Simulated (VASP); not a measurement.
# SrO (P6_3mc) in VASP: single point with LDA

Aim: the single point of SrO with LDA.

Program: VASP 6.6.1. These are calculated values, not measurements. Logs are shortened: lines on timing, memory, paths and dates and some standing lists are left out, and cuts for length are marked.

## (1) The cell of the first run

Symmetry: P6_3mc, No. 186, hexagonal system. Conventional cell: a = 4.275 Å, b = 4.275 Å, c = 5.156 Å, α = 90.00°, β = 90.00°, γ = 120.00°. Sr (site symmetry 3m) has 5 O at 2.47 to 2.58 Å within 3.3 Å. Within 3.3 Å of O (site symmetry 3m) lie 5 Sr at 2.47 to 2.58 Å.

## (2) Single point, LDA

INCAR

```
ALGO = Normal
EDIFF = 1E-6
ENCUT = 520
ISIF = 2
ISMEAR = 0
LASPH = True
LCHARG = False
LREAL = False
LWAVE = False
NBANDS = 24
NELM = 100
PREC = Accurate
SIGMA = 0.01
```

KPOINTS

```
k-points
0
Gamma
  6 6 4
```

POSCAR

```
SrO
1.0
    4.2754700000      0.0000000000      0.0000000000
   -2.1377300000      3.7026600000      0.0000000000
    0.0000000000      0.0000000000      5.1555900000
Sr O
2 2
Direct
    0.3333333333      0.6666666667      0.9381300000
    0.6666666667      0.3333333333      0.4381300000
    0.3333333333      0.6666666667      0.4368700000
    0.6666666667      0.3333333333      0.9368700000
```

Potentials or basis: VASP PAW LDA potentials, release 64 (Sr_sv, O).

On the command line:

```
cat potpaw_LDA.64/Sr_sv/POTCAR potpaw_LDA.64/O/POTCAR > POTCAR
mpirun -np 1 vasp_std > vasp.out
```

OUTCAR:

```text
EDIFF = 1E-6
   ENCUT = 520
   ISIF = 2
   ISMEAR = 0
   LASPH = True
   LREAL = False
   NELM = 100
   PREC = Accurate

 ion  position               nearest neighbor table
   1  0.333  0.667  0.938-   4 2.47   4 2.47   4 2.47   3 2.57   3 2.58   2 3.57   2 3.57   2 3.57
                             2 3.57   2 3.57   2 3.57
   2  0.667  0.333  0.438-   3 2.47   3 2.47   3 2.47   4 2.57   4 2.58   1 3.57   1 3.57   1 3.57
                             1 3.57   1 3.57   1 3.57
   3  0.333  0.667  0.437-   2 2.47   2 2.47   2 2.47   1 2.57   1 2.58
   4  0.667  0.333  0.937-   1 2.47   1 2.47   1 2.47   2 2.57   2 2.58

  LATTYP: Found a hexagonal cell.
 ALAT       =     4.2754700000
 C/A-ratio  =     1.2058533916

  Lattice vectors:

 A1 = (   4.2754700000,   0.0000000000,   0.0000000000)
 A2 = (  -2.1377300000,   3.7026600000,   0.0000000000)
 A3 = (   0.0000000000,   0.0000000000,   5.1555900000)

Analysis of symmetry for initial positions (statically):
=====================================================================
 Subroutine PRICEL returns:
 Original cell was already a primitive cell.

 Routine SETGRP: Setting up the symmetry group for a
 hexagonal supercell.

 Subroutine GETGRP returns: Found 12 space group operations
 (whereof  6 operations were pure point group operations)
 out of a pool of 24 trial point group operations.

The static configuration has the point symmetry C_3v.
 The point group associated with its full space group is C_6v.

Analysis of symmetry for dynamics (positions and initial velocities):
=====================================================================
 Subroutine PRICEL returns:
 Original cell was already a primitive cell.

 Routine SETGRP: Setting up the symmetry group for a
 hexagonal supercell.

 Subroutine GETGRP returns: Found 12 space group operations
 (whereof  6 operations were pure point group operations)
 out of a pool of 24 trial point group operations.

The dynamic configuration has the point symmetry C_3v.
 The point group associated with its full space group is C_6v.

 Subroutine INISYM returns: Found 12 space group operations
 (whereof  6 operations are pure point group operations),
 and found     1 'primitive' translations

----------------------------------------------------------------------------------------

                                     Primitive cell

  volume of cell :      81.6161

  direct lattice vectors                    reciprocal lattice vectors
     4.275470000  0.000000000  0.000000000     0.233892414  0.135037738  0.000000000
    -2.137730000  3.702660000  0.000000000     0.000000000  0.270076107  0.000000000
     0.000000000  0.000000000  5.155590000     0.000000000  0.000000000  0.193964221

  length of vectors
     4.275470000  4.275462622  5.155590000     0.270075641  0.270076107  0.193964221

  position of ions in fractional coordinates (direct lattice)
     0.333333333  0.666666667  0.938130000
     0.666666667  0.333333333  0.438130000
     0.333333333  0.666666667  0.436870000
     0.666666667  0.333333333  0.936870000

  ion indices of the primitive-cell ions
   primitive index   ion index
                 1           1
                 2           2
                 3           3
                 4           4

----------------------------------------------------------------------------------------

 KPOINTS: k-points

Automatic generation of k-mesh.
 Grid dimensions read from file:
 generate k-points for:    6    6    4

 Generating k-lattice:

  Cartesian coordinates                     Fractional coordinates (reciprocal lattice)
     0.038982069  0.022506290  0.000000000     0.166666667  0.000000000  0.000000000
     0.000000000  0.045012685  0.000000000     0.000000000  0.166666667  0.000000000
     0.000000000  0.000000000  0.048491055     0.000000000  0.000000000  0.250000000

  Length of vectors
     0.045012607  0.045012685  0.048491055

  Shift w.r.t. Gamma in fractional coordinates (k-lattice)
     0.000000000  0.000000000  0.000000000

 Subroutine IBZKPT returns following result:
 ===========================================

 Found     21 irreducible k-points:

 Following reciprocal coordinates:
            Coordinates               Weight
  0.000000  0.000000  0.000000      1.000000
  0.166667  0.000000  0.000000      6.000000
  0.333333  0.000000  0.000000      6.000000
  0.500000  0.000000  0.000000      3.000000
  0.166667  0.166667  0.000000      6.000000
  0.333333  0.166667  0.000000     12.000000
[... 13 lines left out ...]
  0.333333  0.166667  0.500000     12.000000
  0.333333  0.333333  0.500000      2.000000
   k-points           NKPTS =     21   k-points in BZ     NKDIM =     21   number of bands    NBANDS=     24
   number of dos      NEDOS =    301   number of ions     NIONS =      4
   total plane-waves  NPLWV =  40960
   dimension x,y,z NGX =    32 NGY =   32 NGZ =   40
   dimension x,y,z NGXF=    64 NGYF=   64 NGZF=   80
   ions per type =               2   2
   NGX,Y,Z   is equivalent  to a cutoff of  12.44, 12.44, 12.90 a.u.
   NGXF,Y,Z  is equivalent  to a cutoff of  24.89, 24.89, 25.80 a.u.
 SYSTEM =  unknown system
   PREC   = accura    normal or accurate (medium, high low for compatibility)
   ISTART =      0    job   : 0-new  1-cont  2-samecut
   ICHARG =      2    charge: 1-file 2-atom 10-const
   ISPIN  =      1    spin polarized calculation?
   LNONCOLLINEAR =      F non collinear calculations
   LSORBIT =      F    spin-orbit coupling
   LASPH  =      T    aspherical Exc in radial PAW
   ENCUT  =  520.0 eV  38.22 Ry    6.18 a.u.   7.95  7.95  9.59*2*pi/ulx,y,z
   NELM   =    100;   NELMIN=  2; NELMDL= -5     # of ELM steps
   EDIFF  = 0.1E-05   stopping-criterion for ELM
   LREAL  =      F    real-space projection
   EDIFFG = 0.1E-04   stopping-criterion for IOM
   NSW    =      0    number of steps for IOM
   IBRION =     -1    ionic relax: 0-MD 1-quasi-New 2-CG
   NFREE  =      0    steps in history (QN), initial steepest desc. (CG)
   ISIF   =      2    stress and relaxation
   ISYM   =      2    0-nonsym 1-usesym 2-fastsym
   POTIM  = 0.5000    time-step for ionic-motion
   TEBEG  =    0.0;   TEEND  =   0.0 temperature during run
   PSTRESS=    0.0 pullay stress
   NELECT =      32.0000    total number of electrons
   NUPDOWN=      -1.0000    fix difference up-down
   EMIN   =  10.00;   EMAX   =-10.00  energy-range for DOS
   EFERMI =   0.00;   METHOD = LEGACY
   ISMEAR =     0;   SIGMA  =   0.01  broadening in eV -4-tet -1-fermi 0-gaus
   EFERMI_NEDOS =   21; number of points for ismear=-14 and -15
   IALGO  =     38    algorithm
   IMIX   =      4    mixing-type and parameters
     AMIX     =   0.40;   BMIX     =  1.00
     AMIX_MAG =   1.60;   BMIX_MAG =  1.00
  volume/ion in A,a.u.               =      20.40       137.69
  Fermi-wavevector in a.u.,A,eV,Ry     =   1.198210  2.264288 19.533970  1.435706
  Thomas-Fermi vector in A             =   2.334104
   LORBIT       =      0    0 simple, 1 ext, 2 COOP (PROOUT), +10 PAW based schemes
   GGA     = CA    functional components
   LHFCALC =     F    Hartree Fock is set to
   AEXX    =    0.0000 exact exchange contribution
   IVDW    =     0    specifies the selected vdW correction
   LEPSILON=     F    determine dielectric tensor
   LRPA    =     F    only Hartree local field effects (RPA)
 non-spin polarized calculation
 Gauss-broadening in eV      SIGMA  =   0.01
  energy-cutoff  :      520.00
  volume of cell :       81.62
 maximum number of plane-waves:      2220
 NGX is ok and might be reduce to    32
   NGX = 15   NGY = 15   NGZ = 19

 number of electron      32.0000009 magnetization

 Free energy of the ion-electron system (eV)
  ---------------------------------------------------
  ext. energy  EPLUGINS =         0.00000000
  ---------------------------------------------------
  free energy    TOTEN  =       -26.34654107 eV

  energy without entropy =      -26.34654107  energy(sigma->0) =      -26.34654107

 E-fermi :   0.5232     XC(G=0):  -9.4576

 val. band max:        0.4198322416   @ k =   0.0000   0.0000   0.0000
 cond. band min:       2.8662558187   @ k =   0.0000   0.0000   0.0000
 fundamental gap:      2.4464235771
 Fermi energy:         0.5232224546

 k-point     1 :       0.0000    0.0000    0.0000
  band No.  band energies     occupation
      1     -31.7034      2.00000
      2     -31.5307      2.00000
      3     -14.3713      2.00000
      4     -14.2760      2.00000
      5     -14.2656      2.00000
      6     -13.9501      2.00000
[... 16 lines left out ...]
     23       8.8763      0.00000
     24       9.1507      0.00000

 k-point     2 :       0.1667    0.0000    0.0000
  band No.  band energies     occupation
      1     -31.6887      2.00000
      2     -31.5363      2.00000
      3     -14.8143      2.00000
      4     -14.7234      2.00000
      5     -14.3096      2.00000
      6     -13.9885      2.00000
[... 16 lines left out ...]
     23       8.7920      0.00000
     24       8.8083      0.00000

 k-point     3 :       0.3333    0.0000    0.0000
  band No.  band energies     occupation
      1     -31.6533      2.00000
      2     -31.5535      2.00000
      3     -15.2911      2.00000
      4     -15.1915      2.00000
      5     -14.1640      2.00000
      6     -14.0580      2.00000
[... 16 lines left out ...]
     23       8.5998      0.00000
     24       9.1152      0.00000

 k-point     4 :       0.5000    0.0000    0.0000
  band No.  band energies     occupation
      1     -31.6275      2.00000
      2     -31.5701      2.00000
      3     -15.4640      2.00000
      4     -15.3640      2.00000
      5     -14.0902      2.00000
      6     -14.0479      2.00000
[... 16 lines left out ...]
     23       8.8887      0.00000
     24       9.1085      0.00000

 k-point     5 :       0.1667    0.1667    0.0000
  band No.  band energies     occupation
      1     -31.6633      2.00000
      2     -31.5480      2.00000
      3     -15.1779      2.00000
      4     -15.0983      2.00000
      5     -14.2067      2.00000
      6     -14.0644      2.00000
[... 16 lines left out ...]
     23       8.7874      0.00000
     24       9.2628      0.00000

 k-point     6 :       0.3333    0.1667    0.0000
  band No.  band energies     occupation
      1     -31.6276      2.00000
      2     -31.5700      2.00000
      3     -15.4319      2.00000
      4     -15.3661      2.00000
      5     -14.1535      2.00000
      6     -14.0488      2.00000
[... 16 lines left out ...]
     23       8.8335      0.00000
     24       9.1110      0.00000
[... 298 lines left out ...]
 k-point    18 :       0.5000    0.0000    0.5000
  band No.  band energies     occupation
      1     -31.5971      2.00000
      2     -31.5971      2.00000
      3     -15.8161      2.00000
      4     -15.8161      2.00000
      5     -13.8706      2.00000
      6     -13.8706      2.00000
[... 16 lines left out ...]
     23       9.3630      0.00000
     24       9.3630      0.00000

 k-point    19 :       0.1667    0.1667    0.5000
  band No.  band energies     occupation
      1     -31.6044      2.00000
      2     -31.6044      2.00000
      3     -15.5949      2.00000
      4     -15.5949      2.00000
      5     -13.8627      2.00000
      6     -13.8627      2.00000
[... 16 lines left out ...]
     23       8.7347      0.00000
     24       8.7347      0.00000

 k-point    20 :       0.3333    0.1667    0.5000
  band No.  band energies     occupation
      1     -31.5971      2.00000
      2     -31.5971      2.00000
      3     -15.8063      2.00000
      4     -15.8063      2.00000
      5     -13.9186      2.00000
      6     -13.9186      2.00000
[... 16 lines left out ...]
     23       9.4417      0.00000
     24       9.4417      0.00000

 k-point    21 :       0.3333    0.3333    0.5000
  band No.  band energies     occupation
      1     -31.5947      2.00000
      2     -31.5947      2.00000
      3     -15.8612      2.00000
      4     -15.8612      2.00000
      5     -13.9718      2.00000
      6     -13.9718      2.00000
[... 16 lines left out ...]
     23       9.6330      0.00000
     24       9.6330      0.00000

------------------------ aborting loop because EDIFF is reached ----------------------------------------

  FORCE on cell =-STRESS in cart. coord.  units (eV):
  Direction    XX          YY          ZZ          XY          YZ          ZX
  --------------------------------------------------------------------------------------
  -------------------------------------------------------------------------------------
  Total       -1.9371836     -1.9371777     -2.2005187     -0.0000026      0.0000000      0.0000000
  in kB      -38.0281576    -38.0280419    -43.1975957     -0.0000514      0.0000000      0.0000000
  external PRESSURE =     -39.7512651 kB  Pullay stress =       0.0000000 kB

 VOLUME and BASIS-vectors are now :
 -----------------------------------------------------------------------------
  energy-cutoff  :      520.00
  volume of cell :       81.62
      direct lattice vectors                 reciprocal lattice vectors
     4.275470000  0.000000000  0.000000000     0.233892414  0.135037738  0.000000000
    -2.137730000  3.702660000  0.000000000     0.000000000  0.270076107  0.000000000
     0.000000000  0.000000000  5.155590000     0.000000000  0.000000000  0.193964221

 POSITION                                       TOTAL-FORCE (eV/Angst)
 -----------------------------------------------------------------------------------
      0.00000      2.46844      4.83661         0.000000     -0.000000     -0.011575
      2.13774      1.23422      2.25882         0.000000      0.000000     -0.011575
      0.00000      2.46844      2.25232         0.000000      0.000000      0.011575
      2.13774      1.23422      4.83012        -0.000000     -0.000000      0.011575
 -----------------------------------------------------------------------------------
    total drift:                               -0.000000      0.000000      0.000385

  FREE ENERGIE OF THE ION-ELECTRON SYSTEM (eV)
  ---------------------------------------------------
  free  energy   TOTEN  =       -26.3465410709 eV

  energy  without entropy=      -26.3465410709  energy(sigma->0) =      -26.34654107
```

Wall time 26 s (1 thread of AMD EPYC 7R13 (Zen 3), shared host); peak memory 0.15 GiB.

Results:

* Free energy: -26.3465 eV
* Pressure: -4.0 GPa
* Largest force: 0.012 eV/Å
* Band gap on the k mesh: 2.45 eV, direct

Forces in eV/Å, atoms in the order of the input:
```
Sr   0.000  0.000 -0.012
Sr   0.000  0.000 -0.012
O    0.000  0.000  0.012
O    0.000  0.000  0.012
```

Levels at points of the mesh, in eV from the valence-band top:
| k point | band 12 | band 13 | band 14 | band 15 | band 16 | band 17 | band 18 | band 19 | band 20 | band 21 |
| --- | --- | --- | --- | --- | --- | --- | --- | --- | --- | --- |
| (0.00, 0.00, 0.00) | -1.07 | -0.90 | -0.90 | -0.34 | 0.00 | 2.45 | 5.99 | 5.99 | 7.01 | 7.96 |
| (0.50, 0.00, 0.00) | -0.88 | -0.37 | -0.36 | -0.35 | -0.27 | 4.14 | 4.68 | 4.92 | 7.00 | 7.91 |
| (0.00, 0.00, 0.50) | -1.28 | -1.11 | -1.11 | -1.11 | -1.11 | 4.16 | 4.16 | 7.76 | 7.76 | 7.76 |
| (0.50, 0.00, 0.50) | -1.68 | -0.91 | -0.91 | -0.44 | -0.44 | 4.78 | 4.78 | 7.27 | 7.27 | 8.02 |

A hybrid or GW would open this gap; LDA tends to underestimate it.
